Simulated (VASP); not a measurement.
# HCl (Fmmm) in VASP: further runs

The runs below take HCl through single point, with PBEsol.

Program: VASP 6.6.1. These are calculated values, not measurements. Logs are shortened: lines on timing, memory, paths and dates and some standing lists are left out, and cuts for length are marked.

### Step 1. The cell of the first run

It takes space group Fmmm (No. 69, orthorhombic). Conventional cell: a = 5.172 Å, b = 5.401 Å, c = 5.501 Å, α = 90.00°, β = 90.00°, γ = 90.00°. H (site symmetry mmm) has 6 Cl at 2.59 to 2.75 Å within 3.4 Å. Within 3.4 Å of Cl (site symmetry mmm) lie 6 H at 2.59 to 2.75 Å.

### Step 2. Single point, PBEsol

Contents of INCAR:

```
SYSTEM = HCl
PREC = Accurate
ENCUT = 520
EDIFF = 1E-7
ISMEAR = 0
SIGMA = 0.15
LREAL = .FALSE.
LASPH = .TRUE.
NELM = 100
ALGO = Fast
ISIF = 2
LWAVE = .FALSE.
LCHARG = .FALSE.
GGA = PS
NBANDS = 11
```

Contents of KPOINTS:

```
regular mesh
0
G
  18 18 18
  0 0 0
```

Contents of POSCAR:

```
HCl
1.0
    0.0000000000      2.7503914582      2.7006273660
    2.5858820626      0.0000000000      2.7006273660
    2.5858820626      2.7503914582      0.0000000000
H Cl
1 1
Direct
    0.0000000000      0.0000000000      0.0000000000
    0.5000000000      0.5000000000      0.5000000000
```

Potentials or basis: VASP PAW PBE potentials, release 64 (H, Cl).

On the command line:

```bash
cat potpaw_PBE.64/H/POTCAR potpaw_PBE.64/Cl/POTCAR > POTCAR
mpirun -np 1 vasp_std > vasp.out
```

OUTCAR:

```text
SYSTEM = HCl
   PREC = Accurate
   ENCUT = 520
   EDIFF = 1E-7
   ISMEAR = 0
   LREAL = .FALSE.
   LASPH = .TRUE.
   NELM = 100
   ISIF = 2
   GGA = PS

 ion  position               nearest neighbor table
   1  0.000  0.000  0.000-
   2  0.500  0.500  0.500-

  LATTYP: Found a face centered orthorhombic cell.
 ALAT       =     5.1717641252
 B/A-ratio  =     1.0443737574
 C/A-ratio  =     1.0636182902

  Lattice vectors:

 A1 = (   0.0000000000,   2.7503914582,  -2.7006273660)
 A2 = (   2.5858820626,   2.7503914582,   0.0000000000)
 A3 = (   2.5858820626,   0.0000000000,  -2.7006273660)

Analysis of symmetry for initial positions (statically):
=====================================================================
 Subroutine PRICEL returns:
 Original cell was already a primitive cell.

 Routine SETGRP: Setting up the symmetry group for a
 face centered orthorhombic supercell.

 Subroutine GETGRP returns: Found  8 space group operations
 (whereof  8 operations were pure point group operations)
 out of a pool of  8 trial point group operations.

The static configuration has the point symmetry D_2h.

Analysis of symmetry for dynamics (positions and initial velocities):
=====================================================================
 Subroutine PRICEL returns:
 Original cell was already a primitive cell.

 Routine SETGRP: Setting up the symmetry group for a
 face centered orthorhombic supercell.

 Subroutine GETGRP returns: Found  8 space group operations
 (whereof  8 operations were pure point group operations)
 out of a pool of  8 trial point group operations.

The dynamic configuration has the point symmetry D_2h.

 Subroutine INISYM returns: Found  8 space group operations
 (whereof  8 operations are pure point group operations),
 and found     1 'primitive' translations

----------------------------------------------------------------------------------------

                                     Primitive cell

  volume of cell :      38.4147

  direct lattice vectors                    reciprocal lattice vectors
     0.000000000  2.750391458  2.700627366    -0.193357620  0.181792304  0.185142166
     2.585882063  0.000000000  2.700627366     0.193357620 -0.181792304  0.185142166
     2.585882063  2.750391458  0.000000000     0.193357620  0.181792304 -0.185142166

  length of vectors
     3.854612995  3.739007116  3.775107842     0.323594240  0.323594240  0.323594240

  position of ions in fractional coordinates (direct lattice)
     0.000000000  0.000000000  0.000000000
     0.500000000  0.500000000  0.500000000

  ion indices of the primitive-cell ions
   primitive index   ion index
                 1           1
                 2           2

----------------------------------------------------------------------------------------

 KPOINTS: regular mesh

Automatic generation of k-mesh.
 Grid dimensions read from file:
 generate k-points for:   18   18   18

 Generating k-lattice:

  Cartesian coordinates                     Fractional coordinates (reciprocal lattice)
    -0.010742090  0.010099572  0.010285676     0.055555556 -0.000000000 -0.000000000
     0.010742090 -0.010099572  0.010285676     0.000000000  0.055555556  0.000000000
     0.010742090  0.010099572 -0.010285676     0.000000000  0.000000000  0.055555556

  Length of vectors
     0.017977458  0.017977458  0.017977458

  Shift w.r.t. Gamma in fractional coordinates (k-lattice)
     0.000000000  0.000000000  0.000000000

 Subroutine IBZKPT returns following result:
 ===========================================

 Found    865 irreducible k-points:

 Following reciprocal coordinates:
            Coordinates               Weight
  0.000000  0.000000  0.000000      1.000000
  0.055556  0.000000  0.000000      8.000000
  0.111111  0.000000  0.000000      8.000000
  0.166667  0.000000  0.000000      8.000000
  0.222222  0.000000  0.000000      8.000000
  0.277778  0.000000  0.000000      8.000000
[... 16 lines left out ...]
 -0.277778  0.055556  0.000000      8.000000
 -0.222222  0.055556  0.000000      8.000000
 [... further k-points ...]
   k-points           NKPTS =    865   k-points in BZ     NKDIM =    865   number of bands    NBANDS=     11
   number of dos      NEDOS =    301   number of ions     NIONS =      2
   total plane-waves  NPLWV =  23520
   dimension x,y,z NGX =    30 NGY =   28 NGZ =   28
   dimension x,y,z NGXF=    60 NGYF=   56 NGZF=   56
   ions per type =               1   1
   NGX,Y,Z   is equivalent  to a cutoff of  12.94, 12.45, 12.33 a.u.
   NGXF,Y,Z  is equivalent  to a cutoff of  25.88, 24.90, 24.66 a.u.
 SYSTEM =  HCl
   PREC   = accura    normal or accurate (medium, high low for compatibility)
   ISTART =      0    job   : 0-new  1-cont  2-samecut
   ICHARG =      2    charge: 1-file 2-atom 10-const
   ISPIN  =      1    spin polarized calculation?
   LNONCOLLINEAR =      F non collinear calculations
   LSORBIT =      F    spin-orbit coupling
   LASPH  =      T    aspherical Exc in radial PAW
   ENCUT  =  520.0 eV  38.22 Ry    6.18 a.u.   7.17  6.95  7.02*2*pi/ulx,y,z
   NELM   =    100;   NELMIN=  2; NELMDL= -5     # of ELM steps
   EDIFF  = 0.1E-06   stopping-criterion for ELM
   LREAL  =      F    real-space projection
   EDIFFG = 0.1E-05   stopping-criterion for IOM
   NSW    =      0    number of steps for IOM
   IBRION =     -1    ionic relax: 0-MD 1-quasi-New 2-CG
   NFREE  =      0    steps in history (QN), initial steepest desc. (CG)
   ISIF   =      2    stress and relaxation
   ISYM   =      2    0-nonsym 1-usesym 2-fastsym
   POTIM  = 0.5000    time-step for ionic-motion
   TEBEG  =    0.0;   TEEND  =   0.0 temperature during run
   PSTRESS=    0.0 pullay stress
   NELECT =       8.0000    total number of electrons
   NUPDOWN=      -1.0000    fix difference up-down
   EMIN   =  10.00;   EMAX   =-10.00  energy-range for DOS
   EFERMI =   0.00;   METHOD = LEGACY
   ISMEAR =     0;   SIGMA  =   0.15  broadening in eV -4-tet -1-fermi 0-gaus
   EFERMI_NEDOS =   21; number of points for ismear=-14 and -15
   IALGO  =     68    algorithm
   IMIX   =      4    mixing-type and parameters
     AMIX     =   0.40;   BMIX     =  1.00
     AMIX_MAG =   1.60;   BMIX_MAG =  1.00
  volume/ion in A,a.u.               =      19.21       129.62
  Fermi-wavevector in a.u.,A,eV,Ry     =   0.970373  1.833740 12.811579  0.941624
  Thomas-Fermi vector in A             =   2.100503
   LORBIT       =      0    0 simple, 1 ext, 2 COOP (PROOUT), +10 PAW based schemes
   GGA     = PS    functional components
   LHFCALC =     F    Hartree Fock is set to
   AEXX    =    0.0000 exact exchange contribution
   IVDW    =     0    specifies the selected vdW correction
   LEPSILON=     F    determine dielectric tensor
   LRPA    =     F    only Hartree local field effects (RPA)
 non-spin polarized calculation
 RMM-DIIS sequential band-by-band and
 Gauss-broadening in eV      SIGMA  =   0.15
  energy-cutoff  :      520.00
  volume of cell :       38.41
 maximum number of plane-waves:      1054
 NGX is ok and might be reduce to    30
   NGX = 15   NGY = 13   NGZ = 13

 number of electron       7.9999999 magnetization

 Free energy of the ion-electron system (eV)
  ---------------------------------------------------
  ext. energy  EPLUGINS =         0.00000000
  ---------------------------------------------------
  free energy    TOTEN  =        -3.21011828 eV

  energy without entropy =       -3.20714489  energy(sigma->0) =       -3.20863159

 E-fermi :  -1.7450     XC(G=0):  -8.0713

 val. band max:       -1.7496748977   @ k =  -0.0556   0.4444   0.5000
 cond. band min:      -1.7365471317   @ k =   0.5000   0.0000   0.4444
 fundamental gap:      0.0131277659
 Fermi energy:        -1.7449617826

 k-point     1 :       0.0000    0.0000    0.0000
  band No.  band energies     occupation
      1     -15.0842      2.00000
      2      -1.9579      1.95527
      3      -1.9366      1.92917
      4      -1.8563      1.70599
      5      -1.8329      1.59308
      6       9.8913      0.00000
      7      10.5799      0.00000
      8      10.7281      0.00000
      9      11.0640      0.00000
     10      12.9092      0.00000
     11      13.7802      0.00000

 k-point     2 :       0.0556    0.0000    0.0000
  band No.  band energies     occupation
      1     -15.0713      2.00000
      2      -2.4295      2.00000
      3      -1.9154      1.89189
      4      -1.8520      1.68692
      5      -1.4175      0.00202
      6       9.7806      0.00000
      7      10.5341      0.00000
      8      10.7096      0.00000
      9      11.0374      0.00000
     10      12.6381      0.00000
     11      13.4111      0.00000

 k-point     3 :       0.1111    0.0000    0.0000
  band No.  band energies     occupation
      1     -15.0338      2.00000
      2      -2.9408      2.00000
      3      -1.9280      1.91561
      4      -1.8776      1.78889
      5      -0.9566      0.00000
      6       9.3429      0.00000
      7      10.4540      0.00000
      8      10.7122      0.00000
      9      11.0804      0.00000
     10      12.2502      0.00000
     11      12.8440      0.00000

 k-point     4 :       0.1667    0.0000    0.0000
  band No.  band energies     occupation
      1     -14.9753      2.00000
      2      -3.4388      2.00000
      3      -1.9474      1.94373
      4      -1.9163      1.89382
      5      -0.5364      0.00000
      6       8.6715      0.00000
      7      10.4880      0.00000
      8      10.6098      0.00000
      9      11.0744      0.00000
     10      12.1735      0.00000
     11      12.5074      0.00000

 k-point     5 :       0.2222    0.0000    0.0000
  band No.  band energies     occupation
      1     -14.9016      2.00000
      2      -3.9054      2.00000
      3      -1.9714      1.96720
      4      -1.9623      1.95958
      5      -0.1663      0.00000
      6       7.9737      0.00000
      7      10.2178      0.00000
      8      10.6826      0.00000
      9      10.9247      0.00000
     10      12.4842      0.00000
     11      12.6135      0.00000
[... 211 lines left out ...]
 k-point    21 :      -0.3889    0.0556    0.0000
  band No.  band energies     occupation
      1     -14.6518      2.00000
      2      -4.9833      2.00000
      3      -2.1596      1.99991
      4      -2.0533      1.99635
      5       0.6118      0.00000
      6       6.3974      0.00000
      7       9.2798      0.00000
      8       9.7399      0.00000
      9      12.3209      0.00000
     10      14.2699      0.00000
     11      15.2087      0.00000

 k-point    22 :      -0.3333    0.0556    0.0000
  band No.  band energies     occupation
      1     -14.7104      2.00000
      2      -4.7614      2.00000
      3      -2.1385      1.99979
      4      -2.0242      1.99153
      5       0.4691      0.00000
      6       6.7332      0.00000
      7       9.4534      0.00000
      8       9.9288      0.00000
      9      11.8779      0.00000
     10      13.5281      0.00000
     11      14.4952      0.00000

 k-point    23 :      -0.2778    0.0556    0.0000
  band No.  band energies     occupation
      1     -14.7847      2.00000
      2      -4.4532      2.00000
      3      -2.1043      1.99930
      4      -1.9900      1.97914
      5       0.2596      0.00000
      6       7.2046      0.00000
      7       9.6628      0.00000
      8      10.2050      0.00000
      9      11.5138      0.00000
     10      12.8386      0.00000
     11      13.7866      0.00000

 k-point    24 :      -0.2222    0.0556    0.0000
  band No.  band energies     occupation
      1     -14.8650      2.00000
      2      -4.0761      2.00000
      3      -2.0603      1.99705
      4      -1.9546      1.95189
      5      -0.0122      0.00000
      6       7.7894      0.00000
      7       9.8449      0.00000
      8      10.5548      0.00000
      9      11.3134      0.00000
     10      12.2631      0.00000
     11      13.1995      0.00000

 [... further k-points ...]

------------------------ aborting loop because EDIFF is reached ----------------------------------------

  FORCE on cell =-STRESS in cart. coord.  units (eV):
  Direction    XX          YY          ZZ          XY          YZ          ZX
  --------------------------------------------------------------------------------------
  -------------------------------------------------------------------------------------
  Total       -3.3210933     -2.0805357     -2.3915937      0.0000000      0.0000000     -0.0000000
  in kB     -138.5140338    -86.7736503    -99.7470580      0.0000000      0.0000000     -0.0000000
  external PRESSURE =    -108.3449140 kB  Pullay stress =       0.0000000 kB

 VOLUME and BASIS-vectors are now :
 -----------------------------------------------------------------------------
  energy-cutoff  :      520.00
  volume of cell :       38.41
      direct lattice vectors                 reciprocal lattice vectors
     0.000000000  2.750391458  2.700627366    -0.193357620  0.181792304  0.185142166
     2.585882063  0.000000000  2.700627366     0.193357620 -0.181792304  0.185142166
     2.585882063  2.750391458  0.000000000     0.193357620  0.181792304 -0.185142166

 POSITION                                       TOTAL-FORCE (eV/Angst)
 -----------------------------------------------------------------------------------
      0.00000      0.00000      0.00000         0.000000      0.000000     -0.000000
      2.58588      2.75039      2.70063         0.000000      0.000000      0.000000
 -----------------------------------------------------------------------------------
    total drift:                                0.000000     -0.000000      0.000000

  FREE ENERGIE OF THE ION-ELECTRON SYSTEM (eV)
  ---------------------------------------------------
  free  energy   TOTEN  =        -3.2101182811 eV

  energy  without entropy=       -3.2071448895  energy(sigma->0) =       -3.20863159
```

Wall time 7.8 min (1 thread of Oxide Virtual Turin-like, shared host); peak memory 0.39 GiB.

Results:

| Item | Value |
| --- | --- |
| Free energy | -3.2101 eV |
| Pressure | -10.8 GPa |
| Band gap on the k mesh | zero (bands 4 and 5 overlap by 0.20 eV) |

Stress tensor (GPa, compression positive):
```
-13.85   0.00   0.00
  0.00  -8.68   0.00
  0.00   0.00  -9.97
```

Caveat: the stress differs along the axes, from -14 to -9 GPa; the nearest neighbours stand farther apart than a usual bond; semilocal functionals underestimate gaps, and a narrow one can read as zero; the PAW data sets were made with another functional, which shifts forces and pressure a little.

### Step 3. Single point, PBEsol

Contents of INCAR:

```
  ALGO = Fast
  EDIFF = 1E-6
  ENCUT = 520
  GGA = PS
  ISIF = 2
  ISMEAR = 0
  LASPH = True
  LCHARG = False
  LREAL = False
  LWAVE = False
  NBANDS = 11
  NELM = 60
  PREC = Accurate
  SIGMA = 0.15
```

Contents of KPOINTS:

```
k-points
0
Gamma
  18 18 18
```

Contents of POSCAR:

```
HCl
1.0
    0.0000000000      2.7116483897      2.7783498716
    2.5494563365      0.0000000000      2.7783498716
    2.5494563365      2.7116483897      0.0000000000
H Cl
1 1
Direct
    0.0000000000      0.0000000000      0.0000000000
    0.5000000000      0.5000000000      0.5000000000
```

Potentials or basis: VASP PAW PBE potentials, release 64 (H, Cl).

On the command line:

```bash
cat potpaw_PBE.64/H/POTCAR potpaw_PBE.64/Cl/POTCAR > POTCAR
mpirun -np 1 vasp_std > vasp.out
```

It took 5.2 min on 1 thread of Oxide Virtual Turin-like, shared host; peak memory 0.39 GiB.

The run converged. Its results:

```
Free energy            : -3.2298 eV
Pressure               : -10.9 GPa
Band gap on the k mesh : zero (bands 4 and 5 overlap by 0.23 eV)
```

Stress tensor (GPa, compression positive):
```
-15.14   0.00   0.00
  0.00  -9.52   0.00
  0.00   0.00  -7.92
```

Levels at points of the mesh, in eV from the Fermi level:
| k point | band 1 | band 2 | band 3 | band 4 | band 5 | band 6 | band 7 | band 8 | band 9 |
| --- | --- | --- | --- | --- | --- | --- | --- | --- | --- |
| (0.00, 0.00, 0.00) | -13.35 | -0.25 | -0.18 | -0.10 | -0.08 | 11.52 | 12.26 | 12.46 | 12.93 |
| (0.50, 0.00, 0.00) | -12.88 | -3.43 | -0.40 | -0.30 | 2.53 | 7.82 | 10.77 | 11.46 | 14.49 |
| (0.50, 0.50, 0.00) | -12.81 | -2.09 | -0.94 | -0.64 | -0.22 | 9.42 | 11.97 | 15.07 | 15.22 |
| (0.50, 0.00, 0.50) | -12.77 | -2.11 | -1.05 | -0.63 | -0.25 | 9.34 | 12.24 | 14.72 | 15.04 |
| (0.00, 0.50, 0.50) | -12.69 | -2.13 | -1.02 | -0.90 | -0.32 | 9.05 | 12.98 | 14.72 | 15.07 |

Caveat: the stress differs along the axes, from -15 to -8 GPa; the nearest neighbours stand farther apart than a usual bond; semilocal functionals underestimate gaps, and a narrow one can read as zero; the PAW data sets were made with another functional, which shifts forces and pressure a little.

The gap in the log of VASP goes by the Fermi energy; the results here count the filled bands.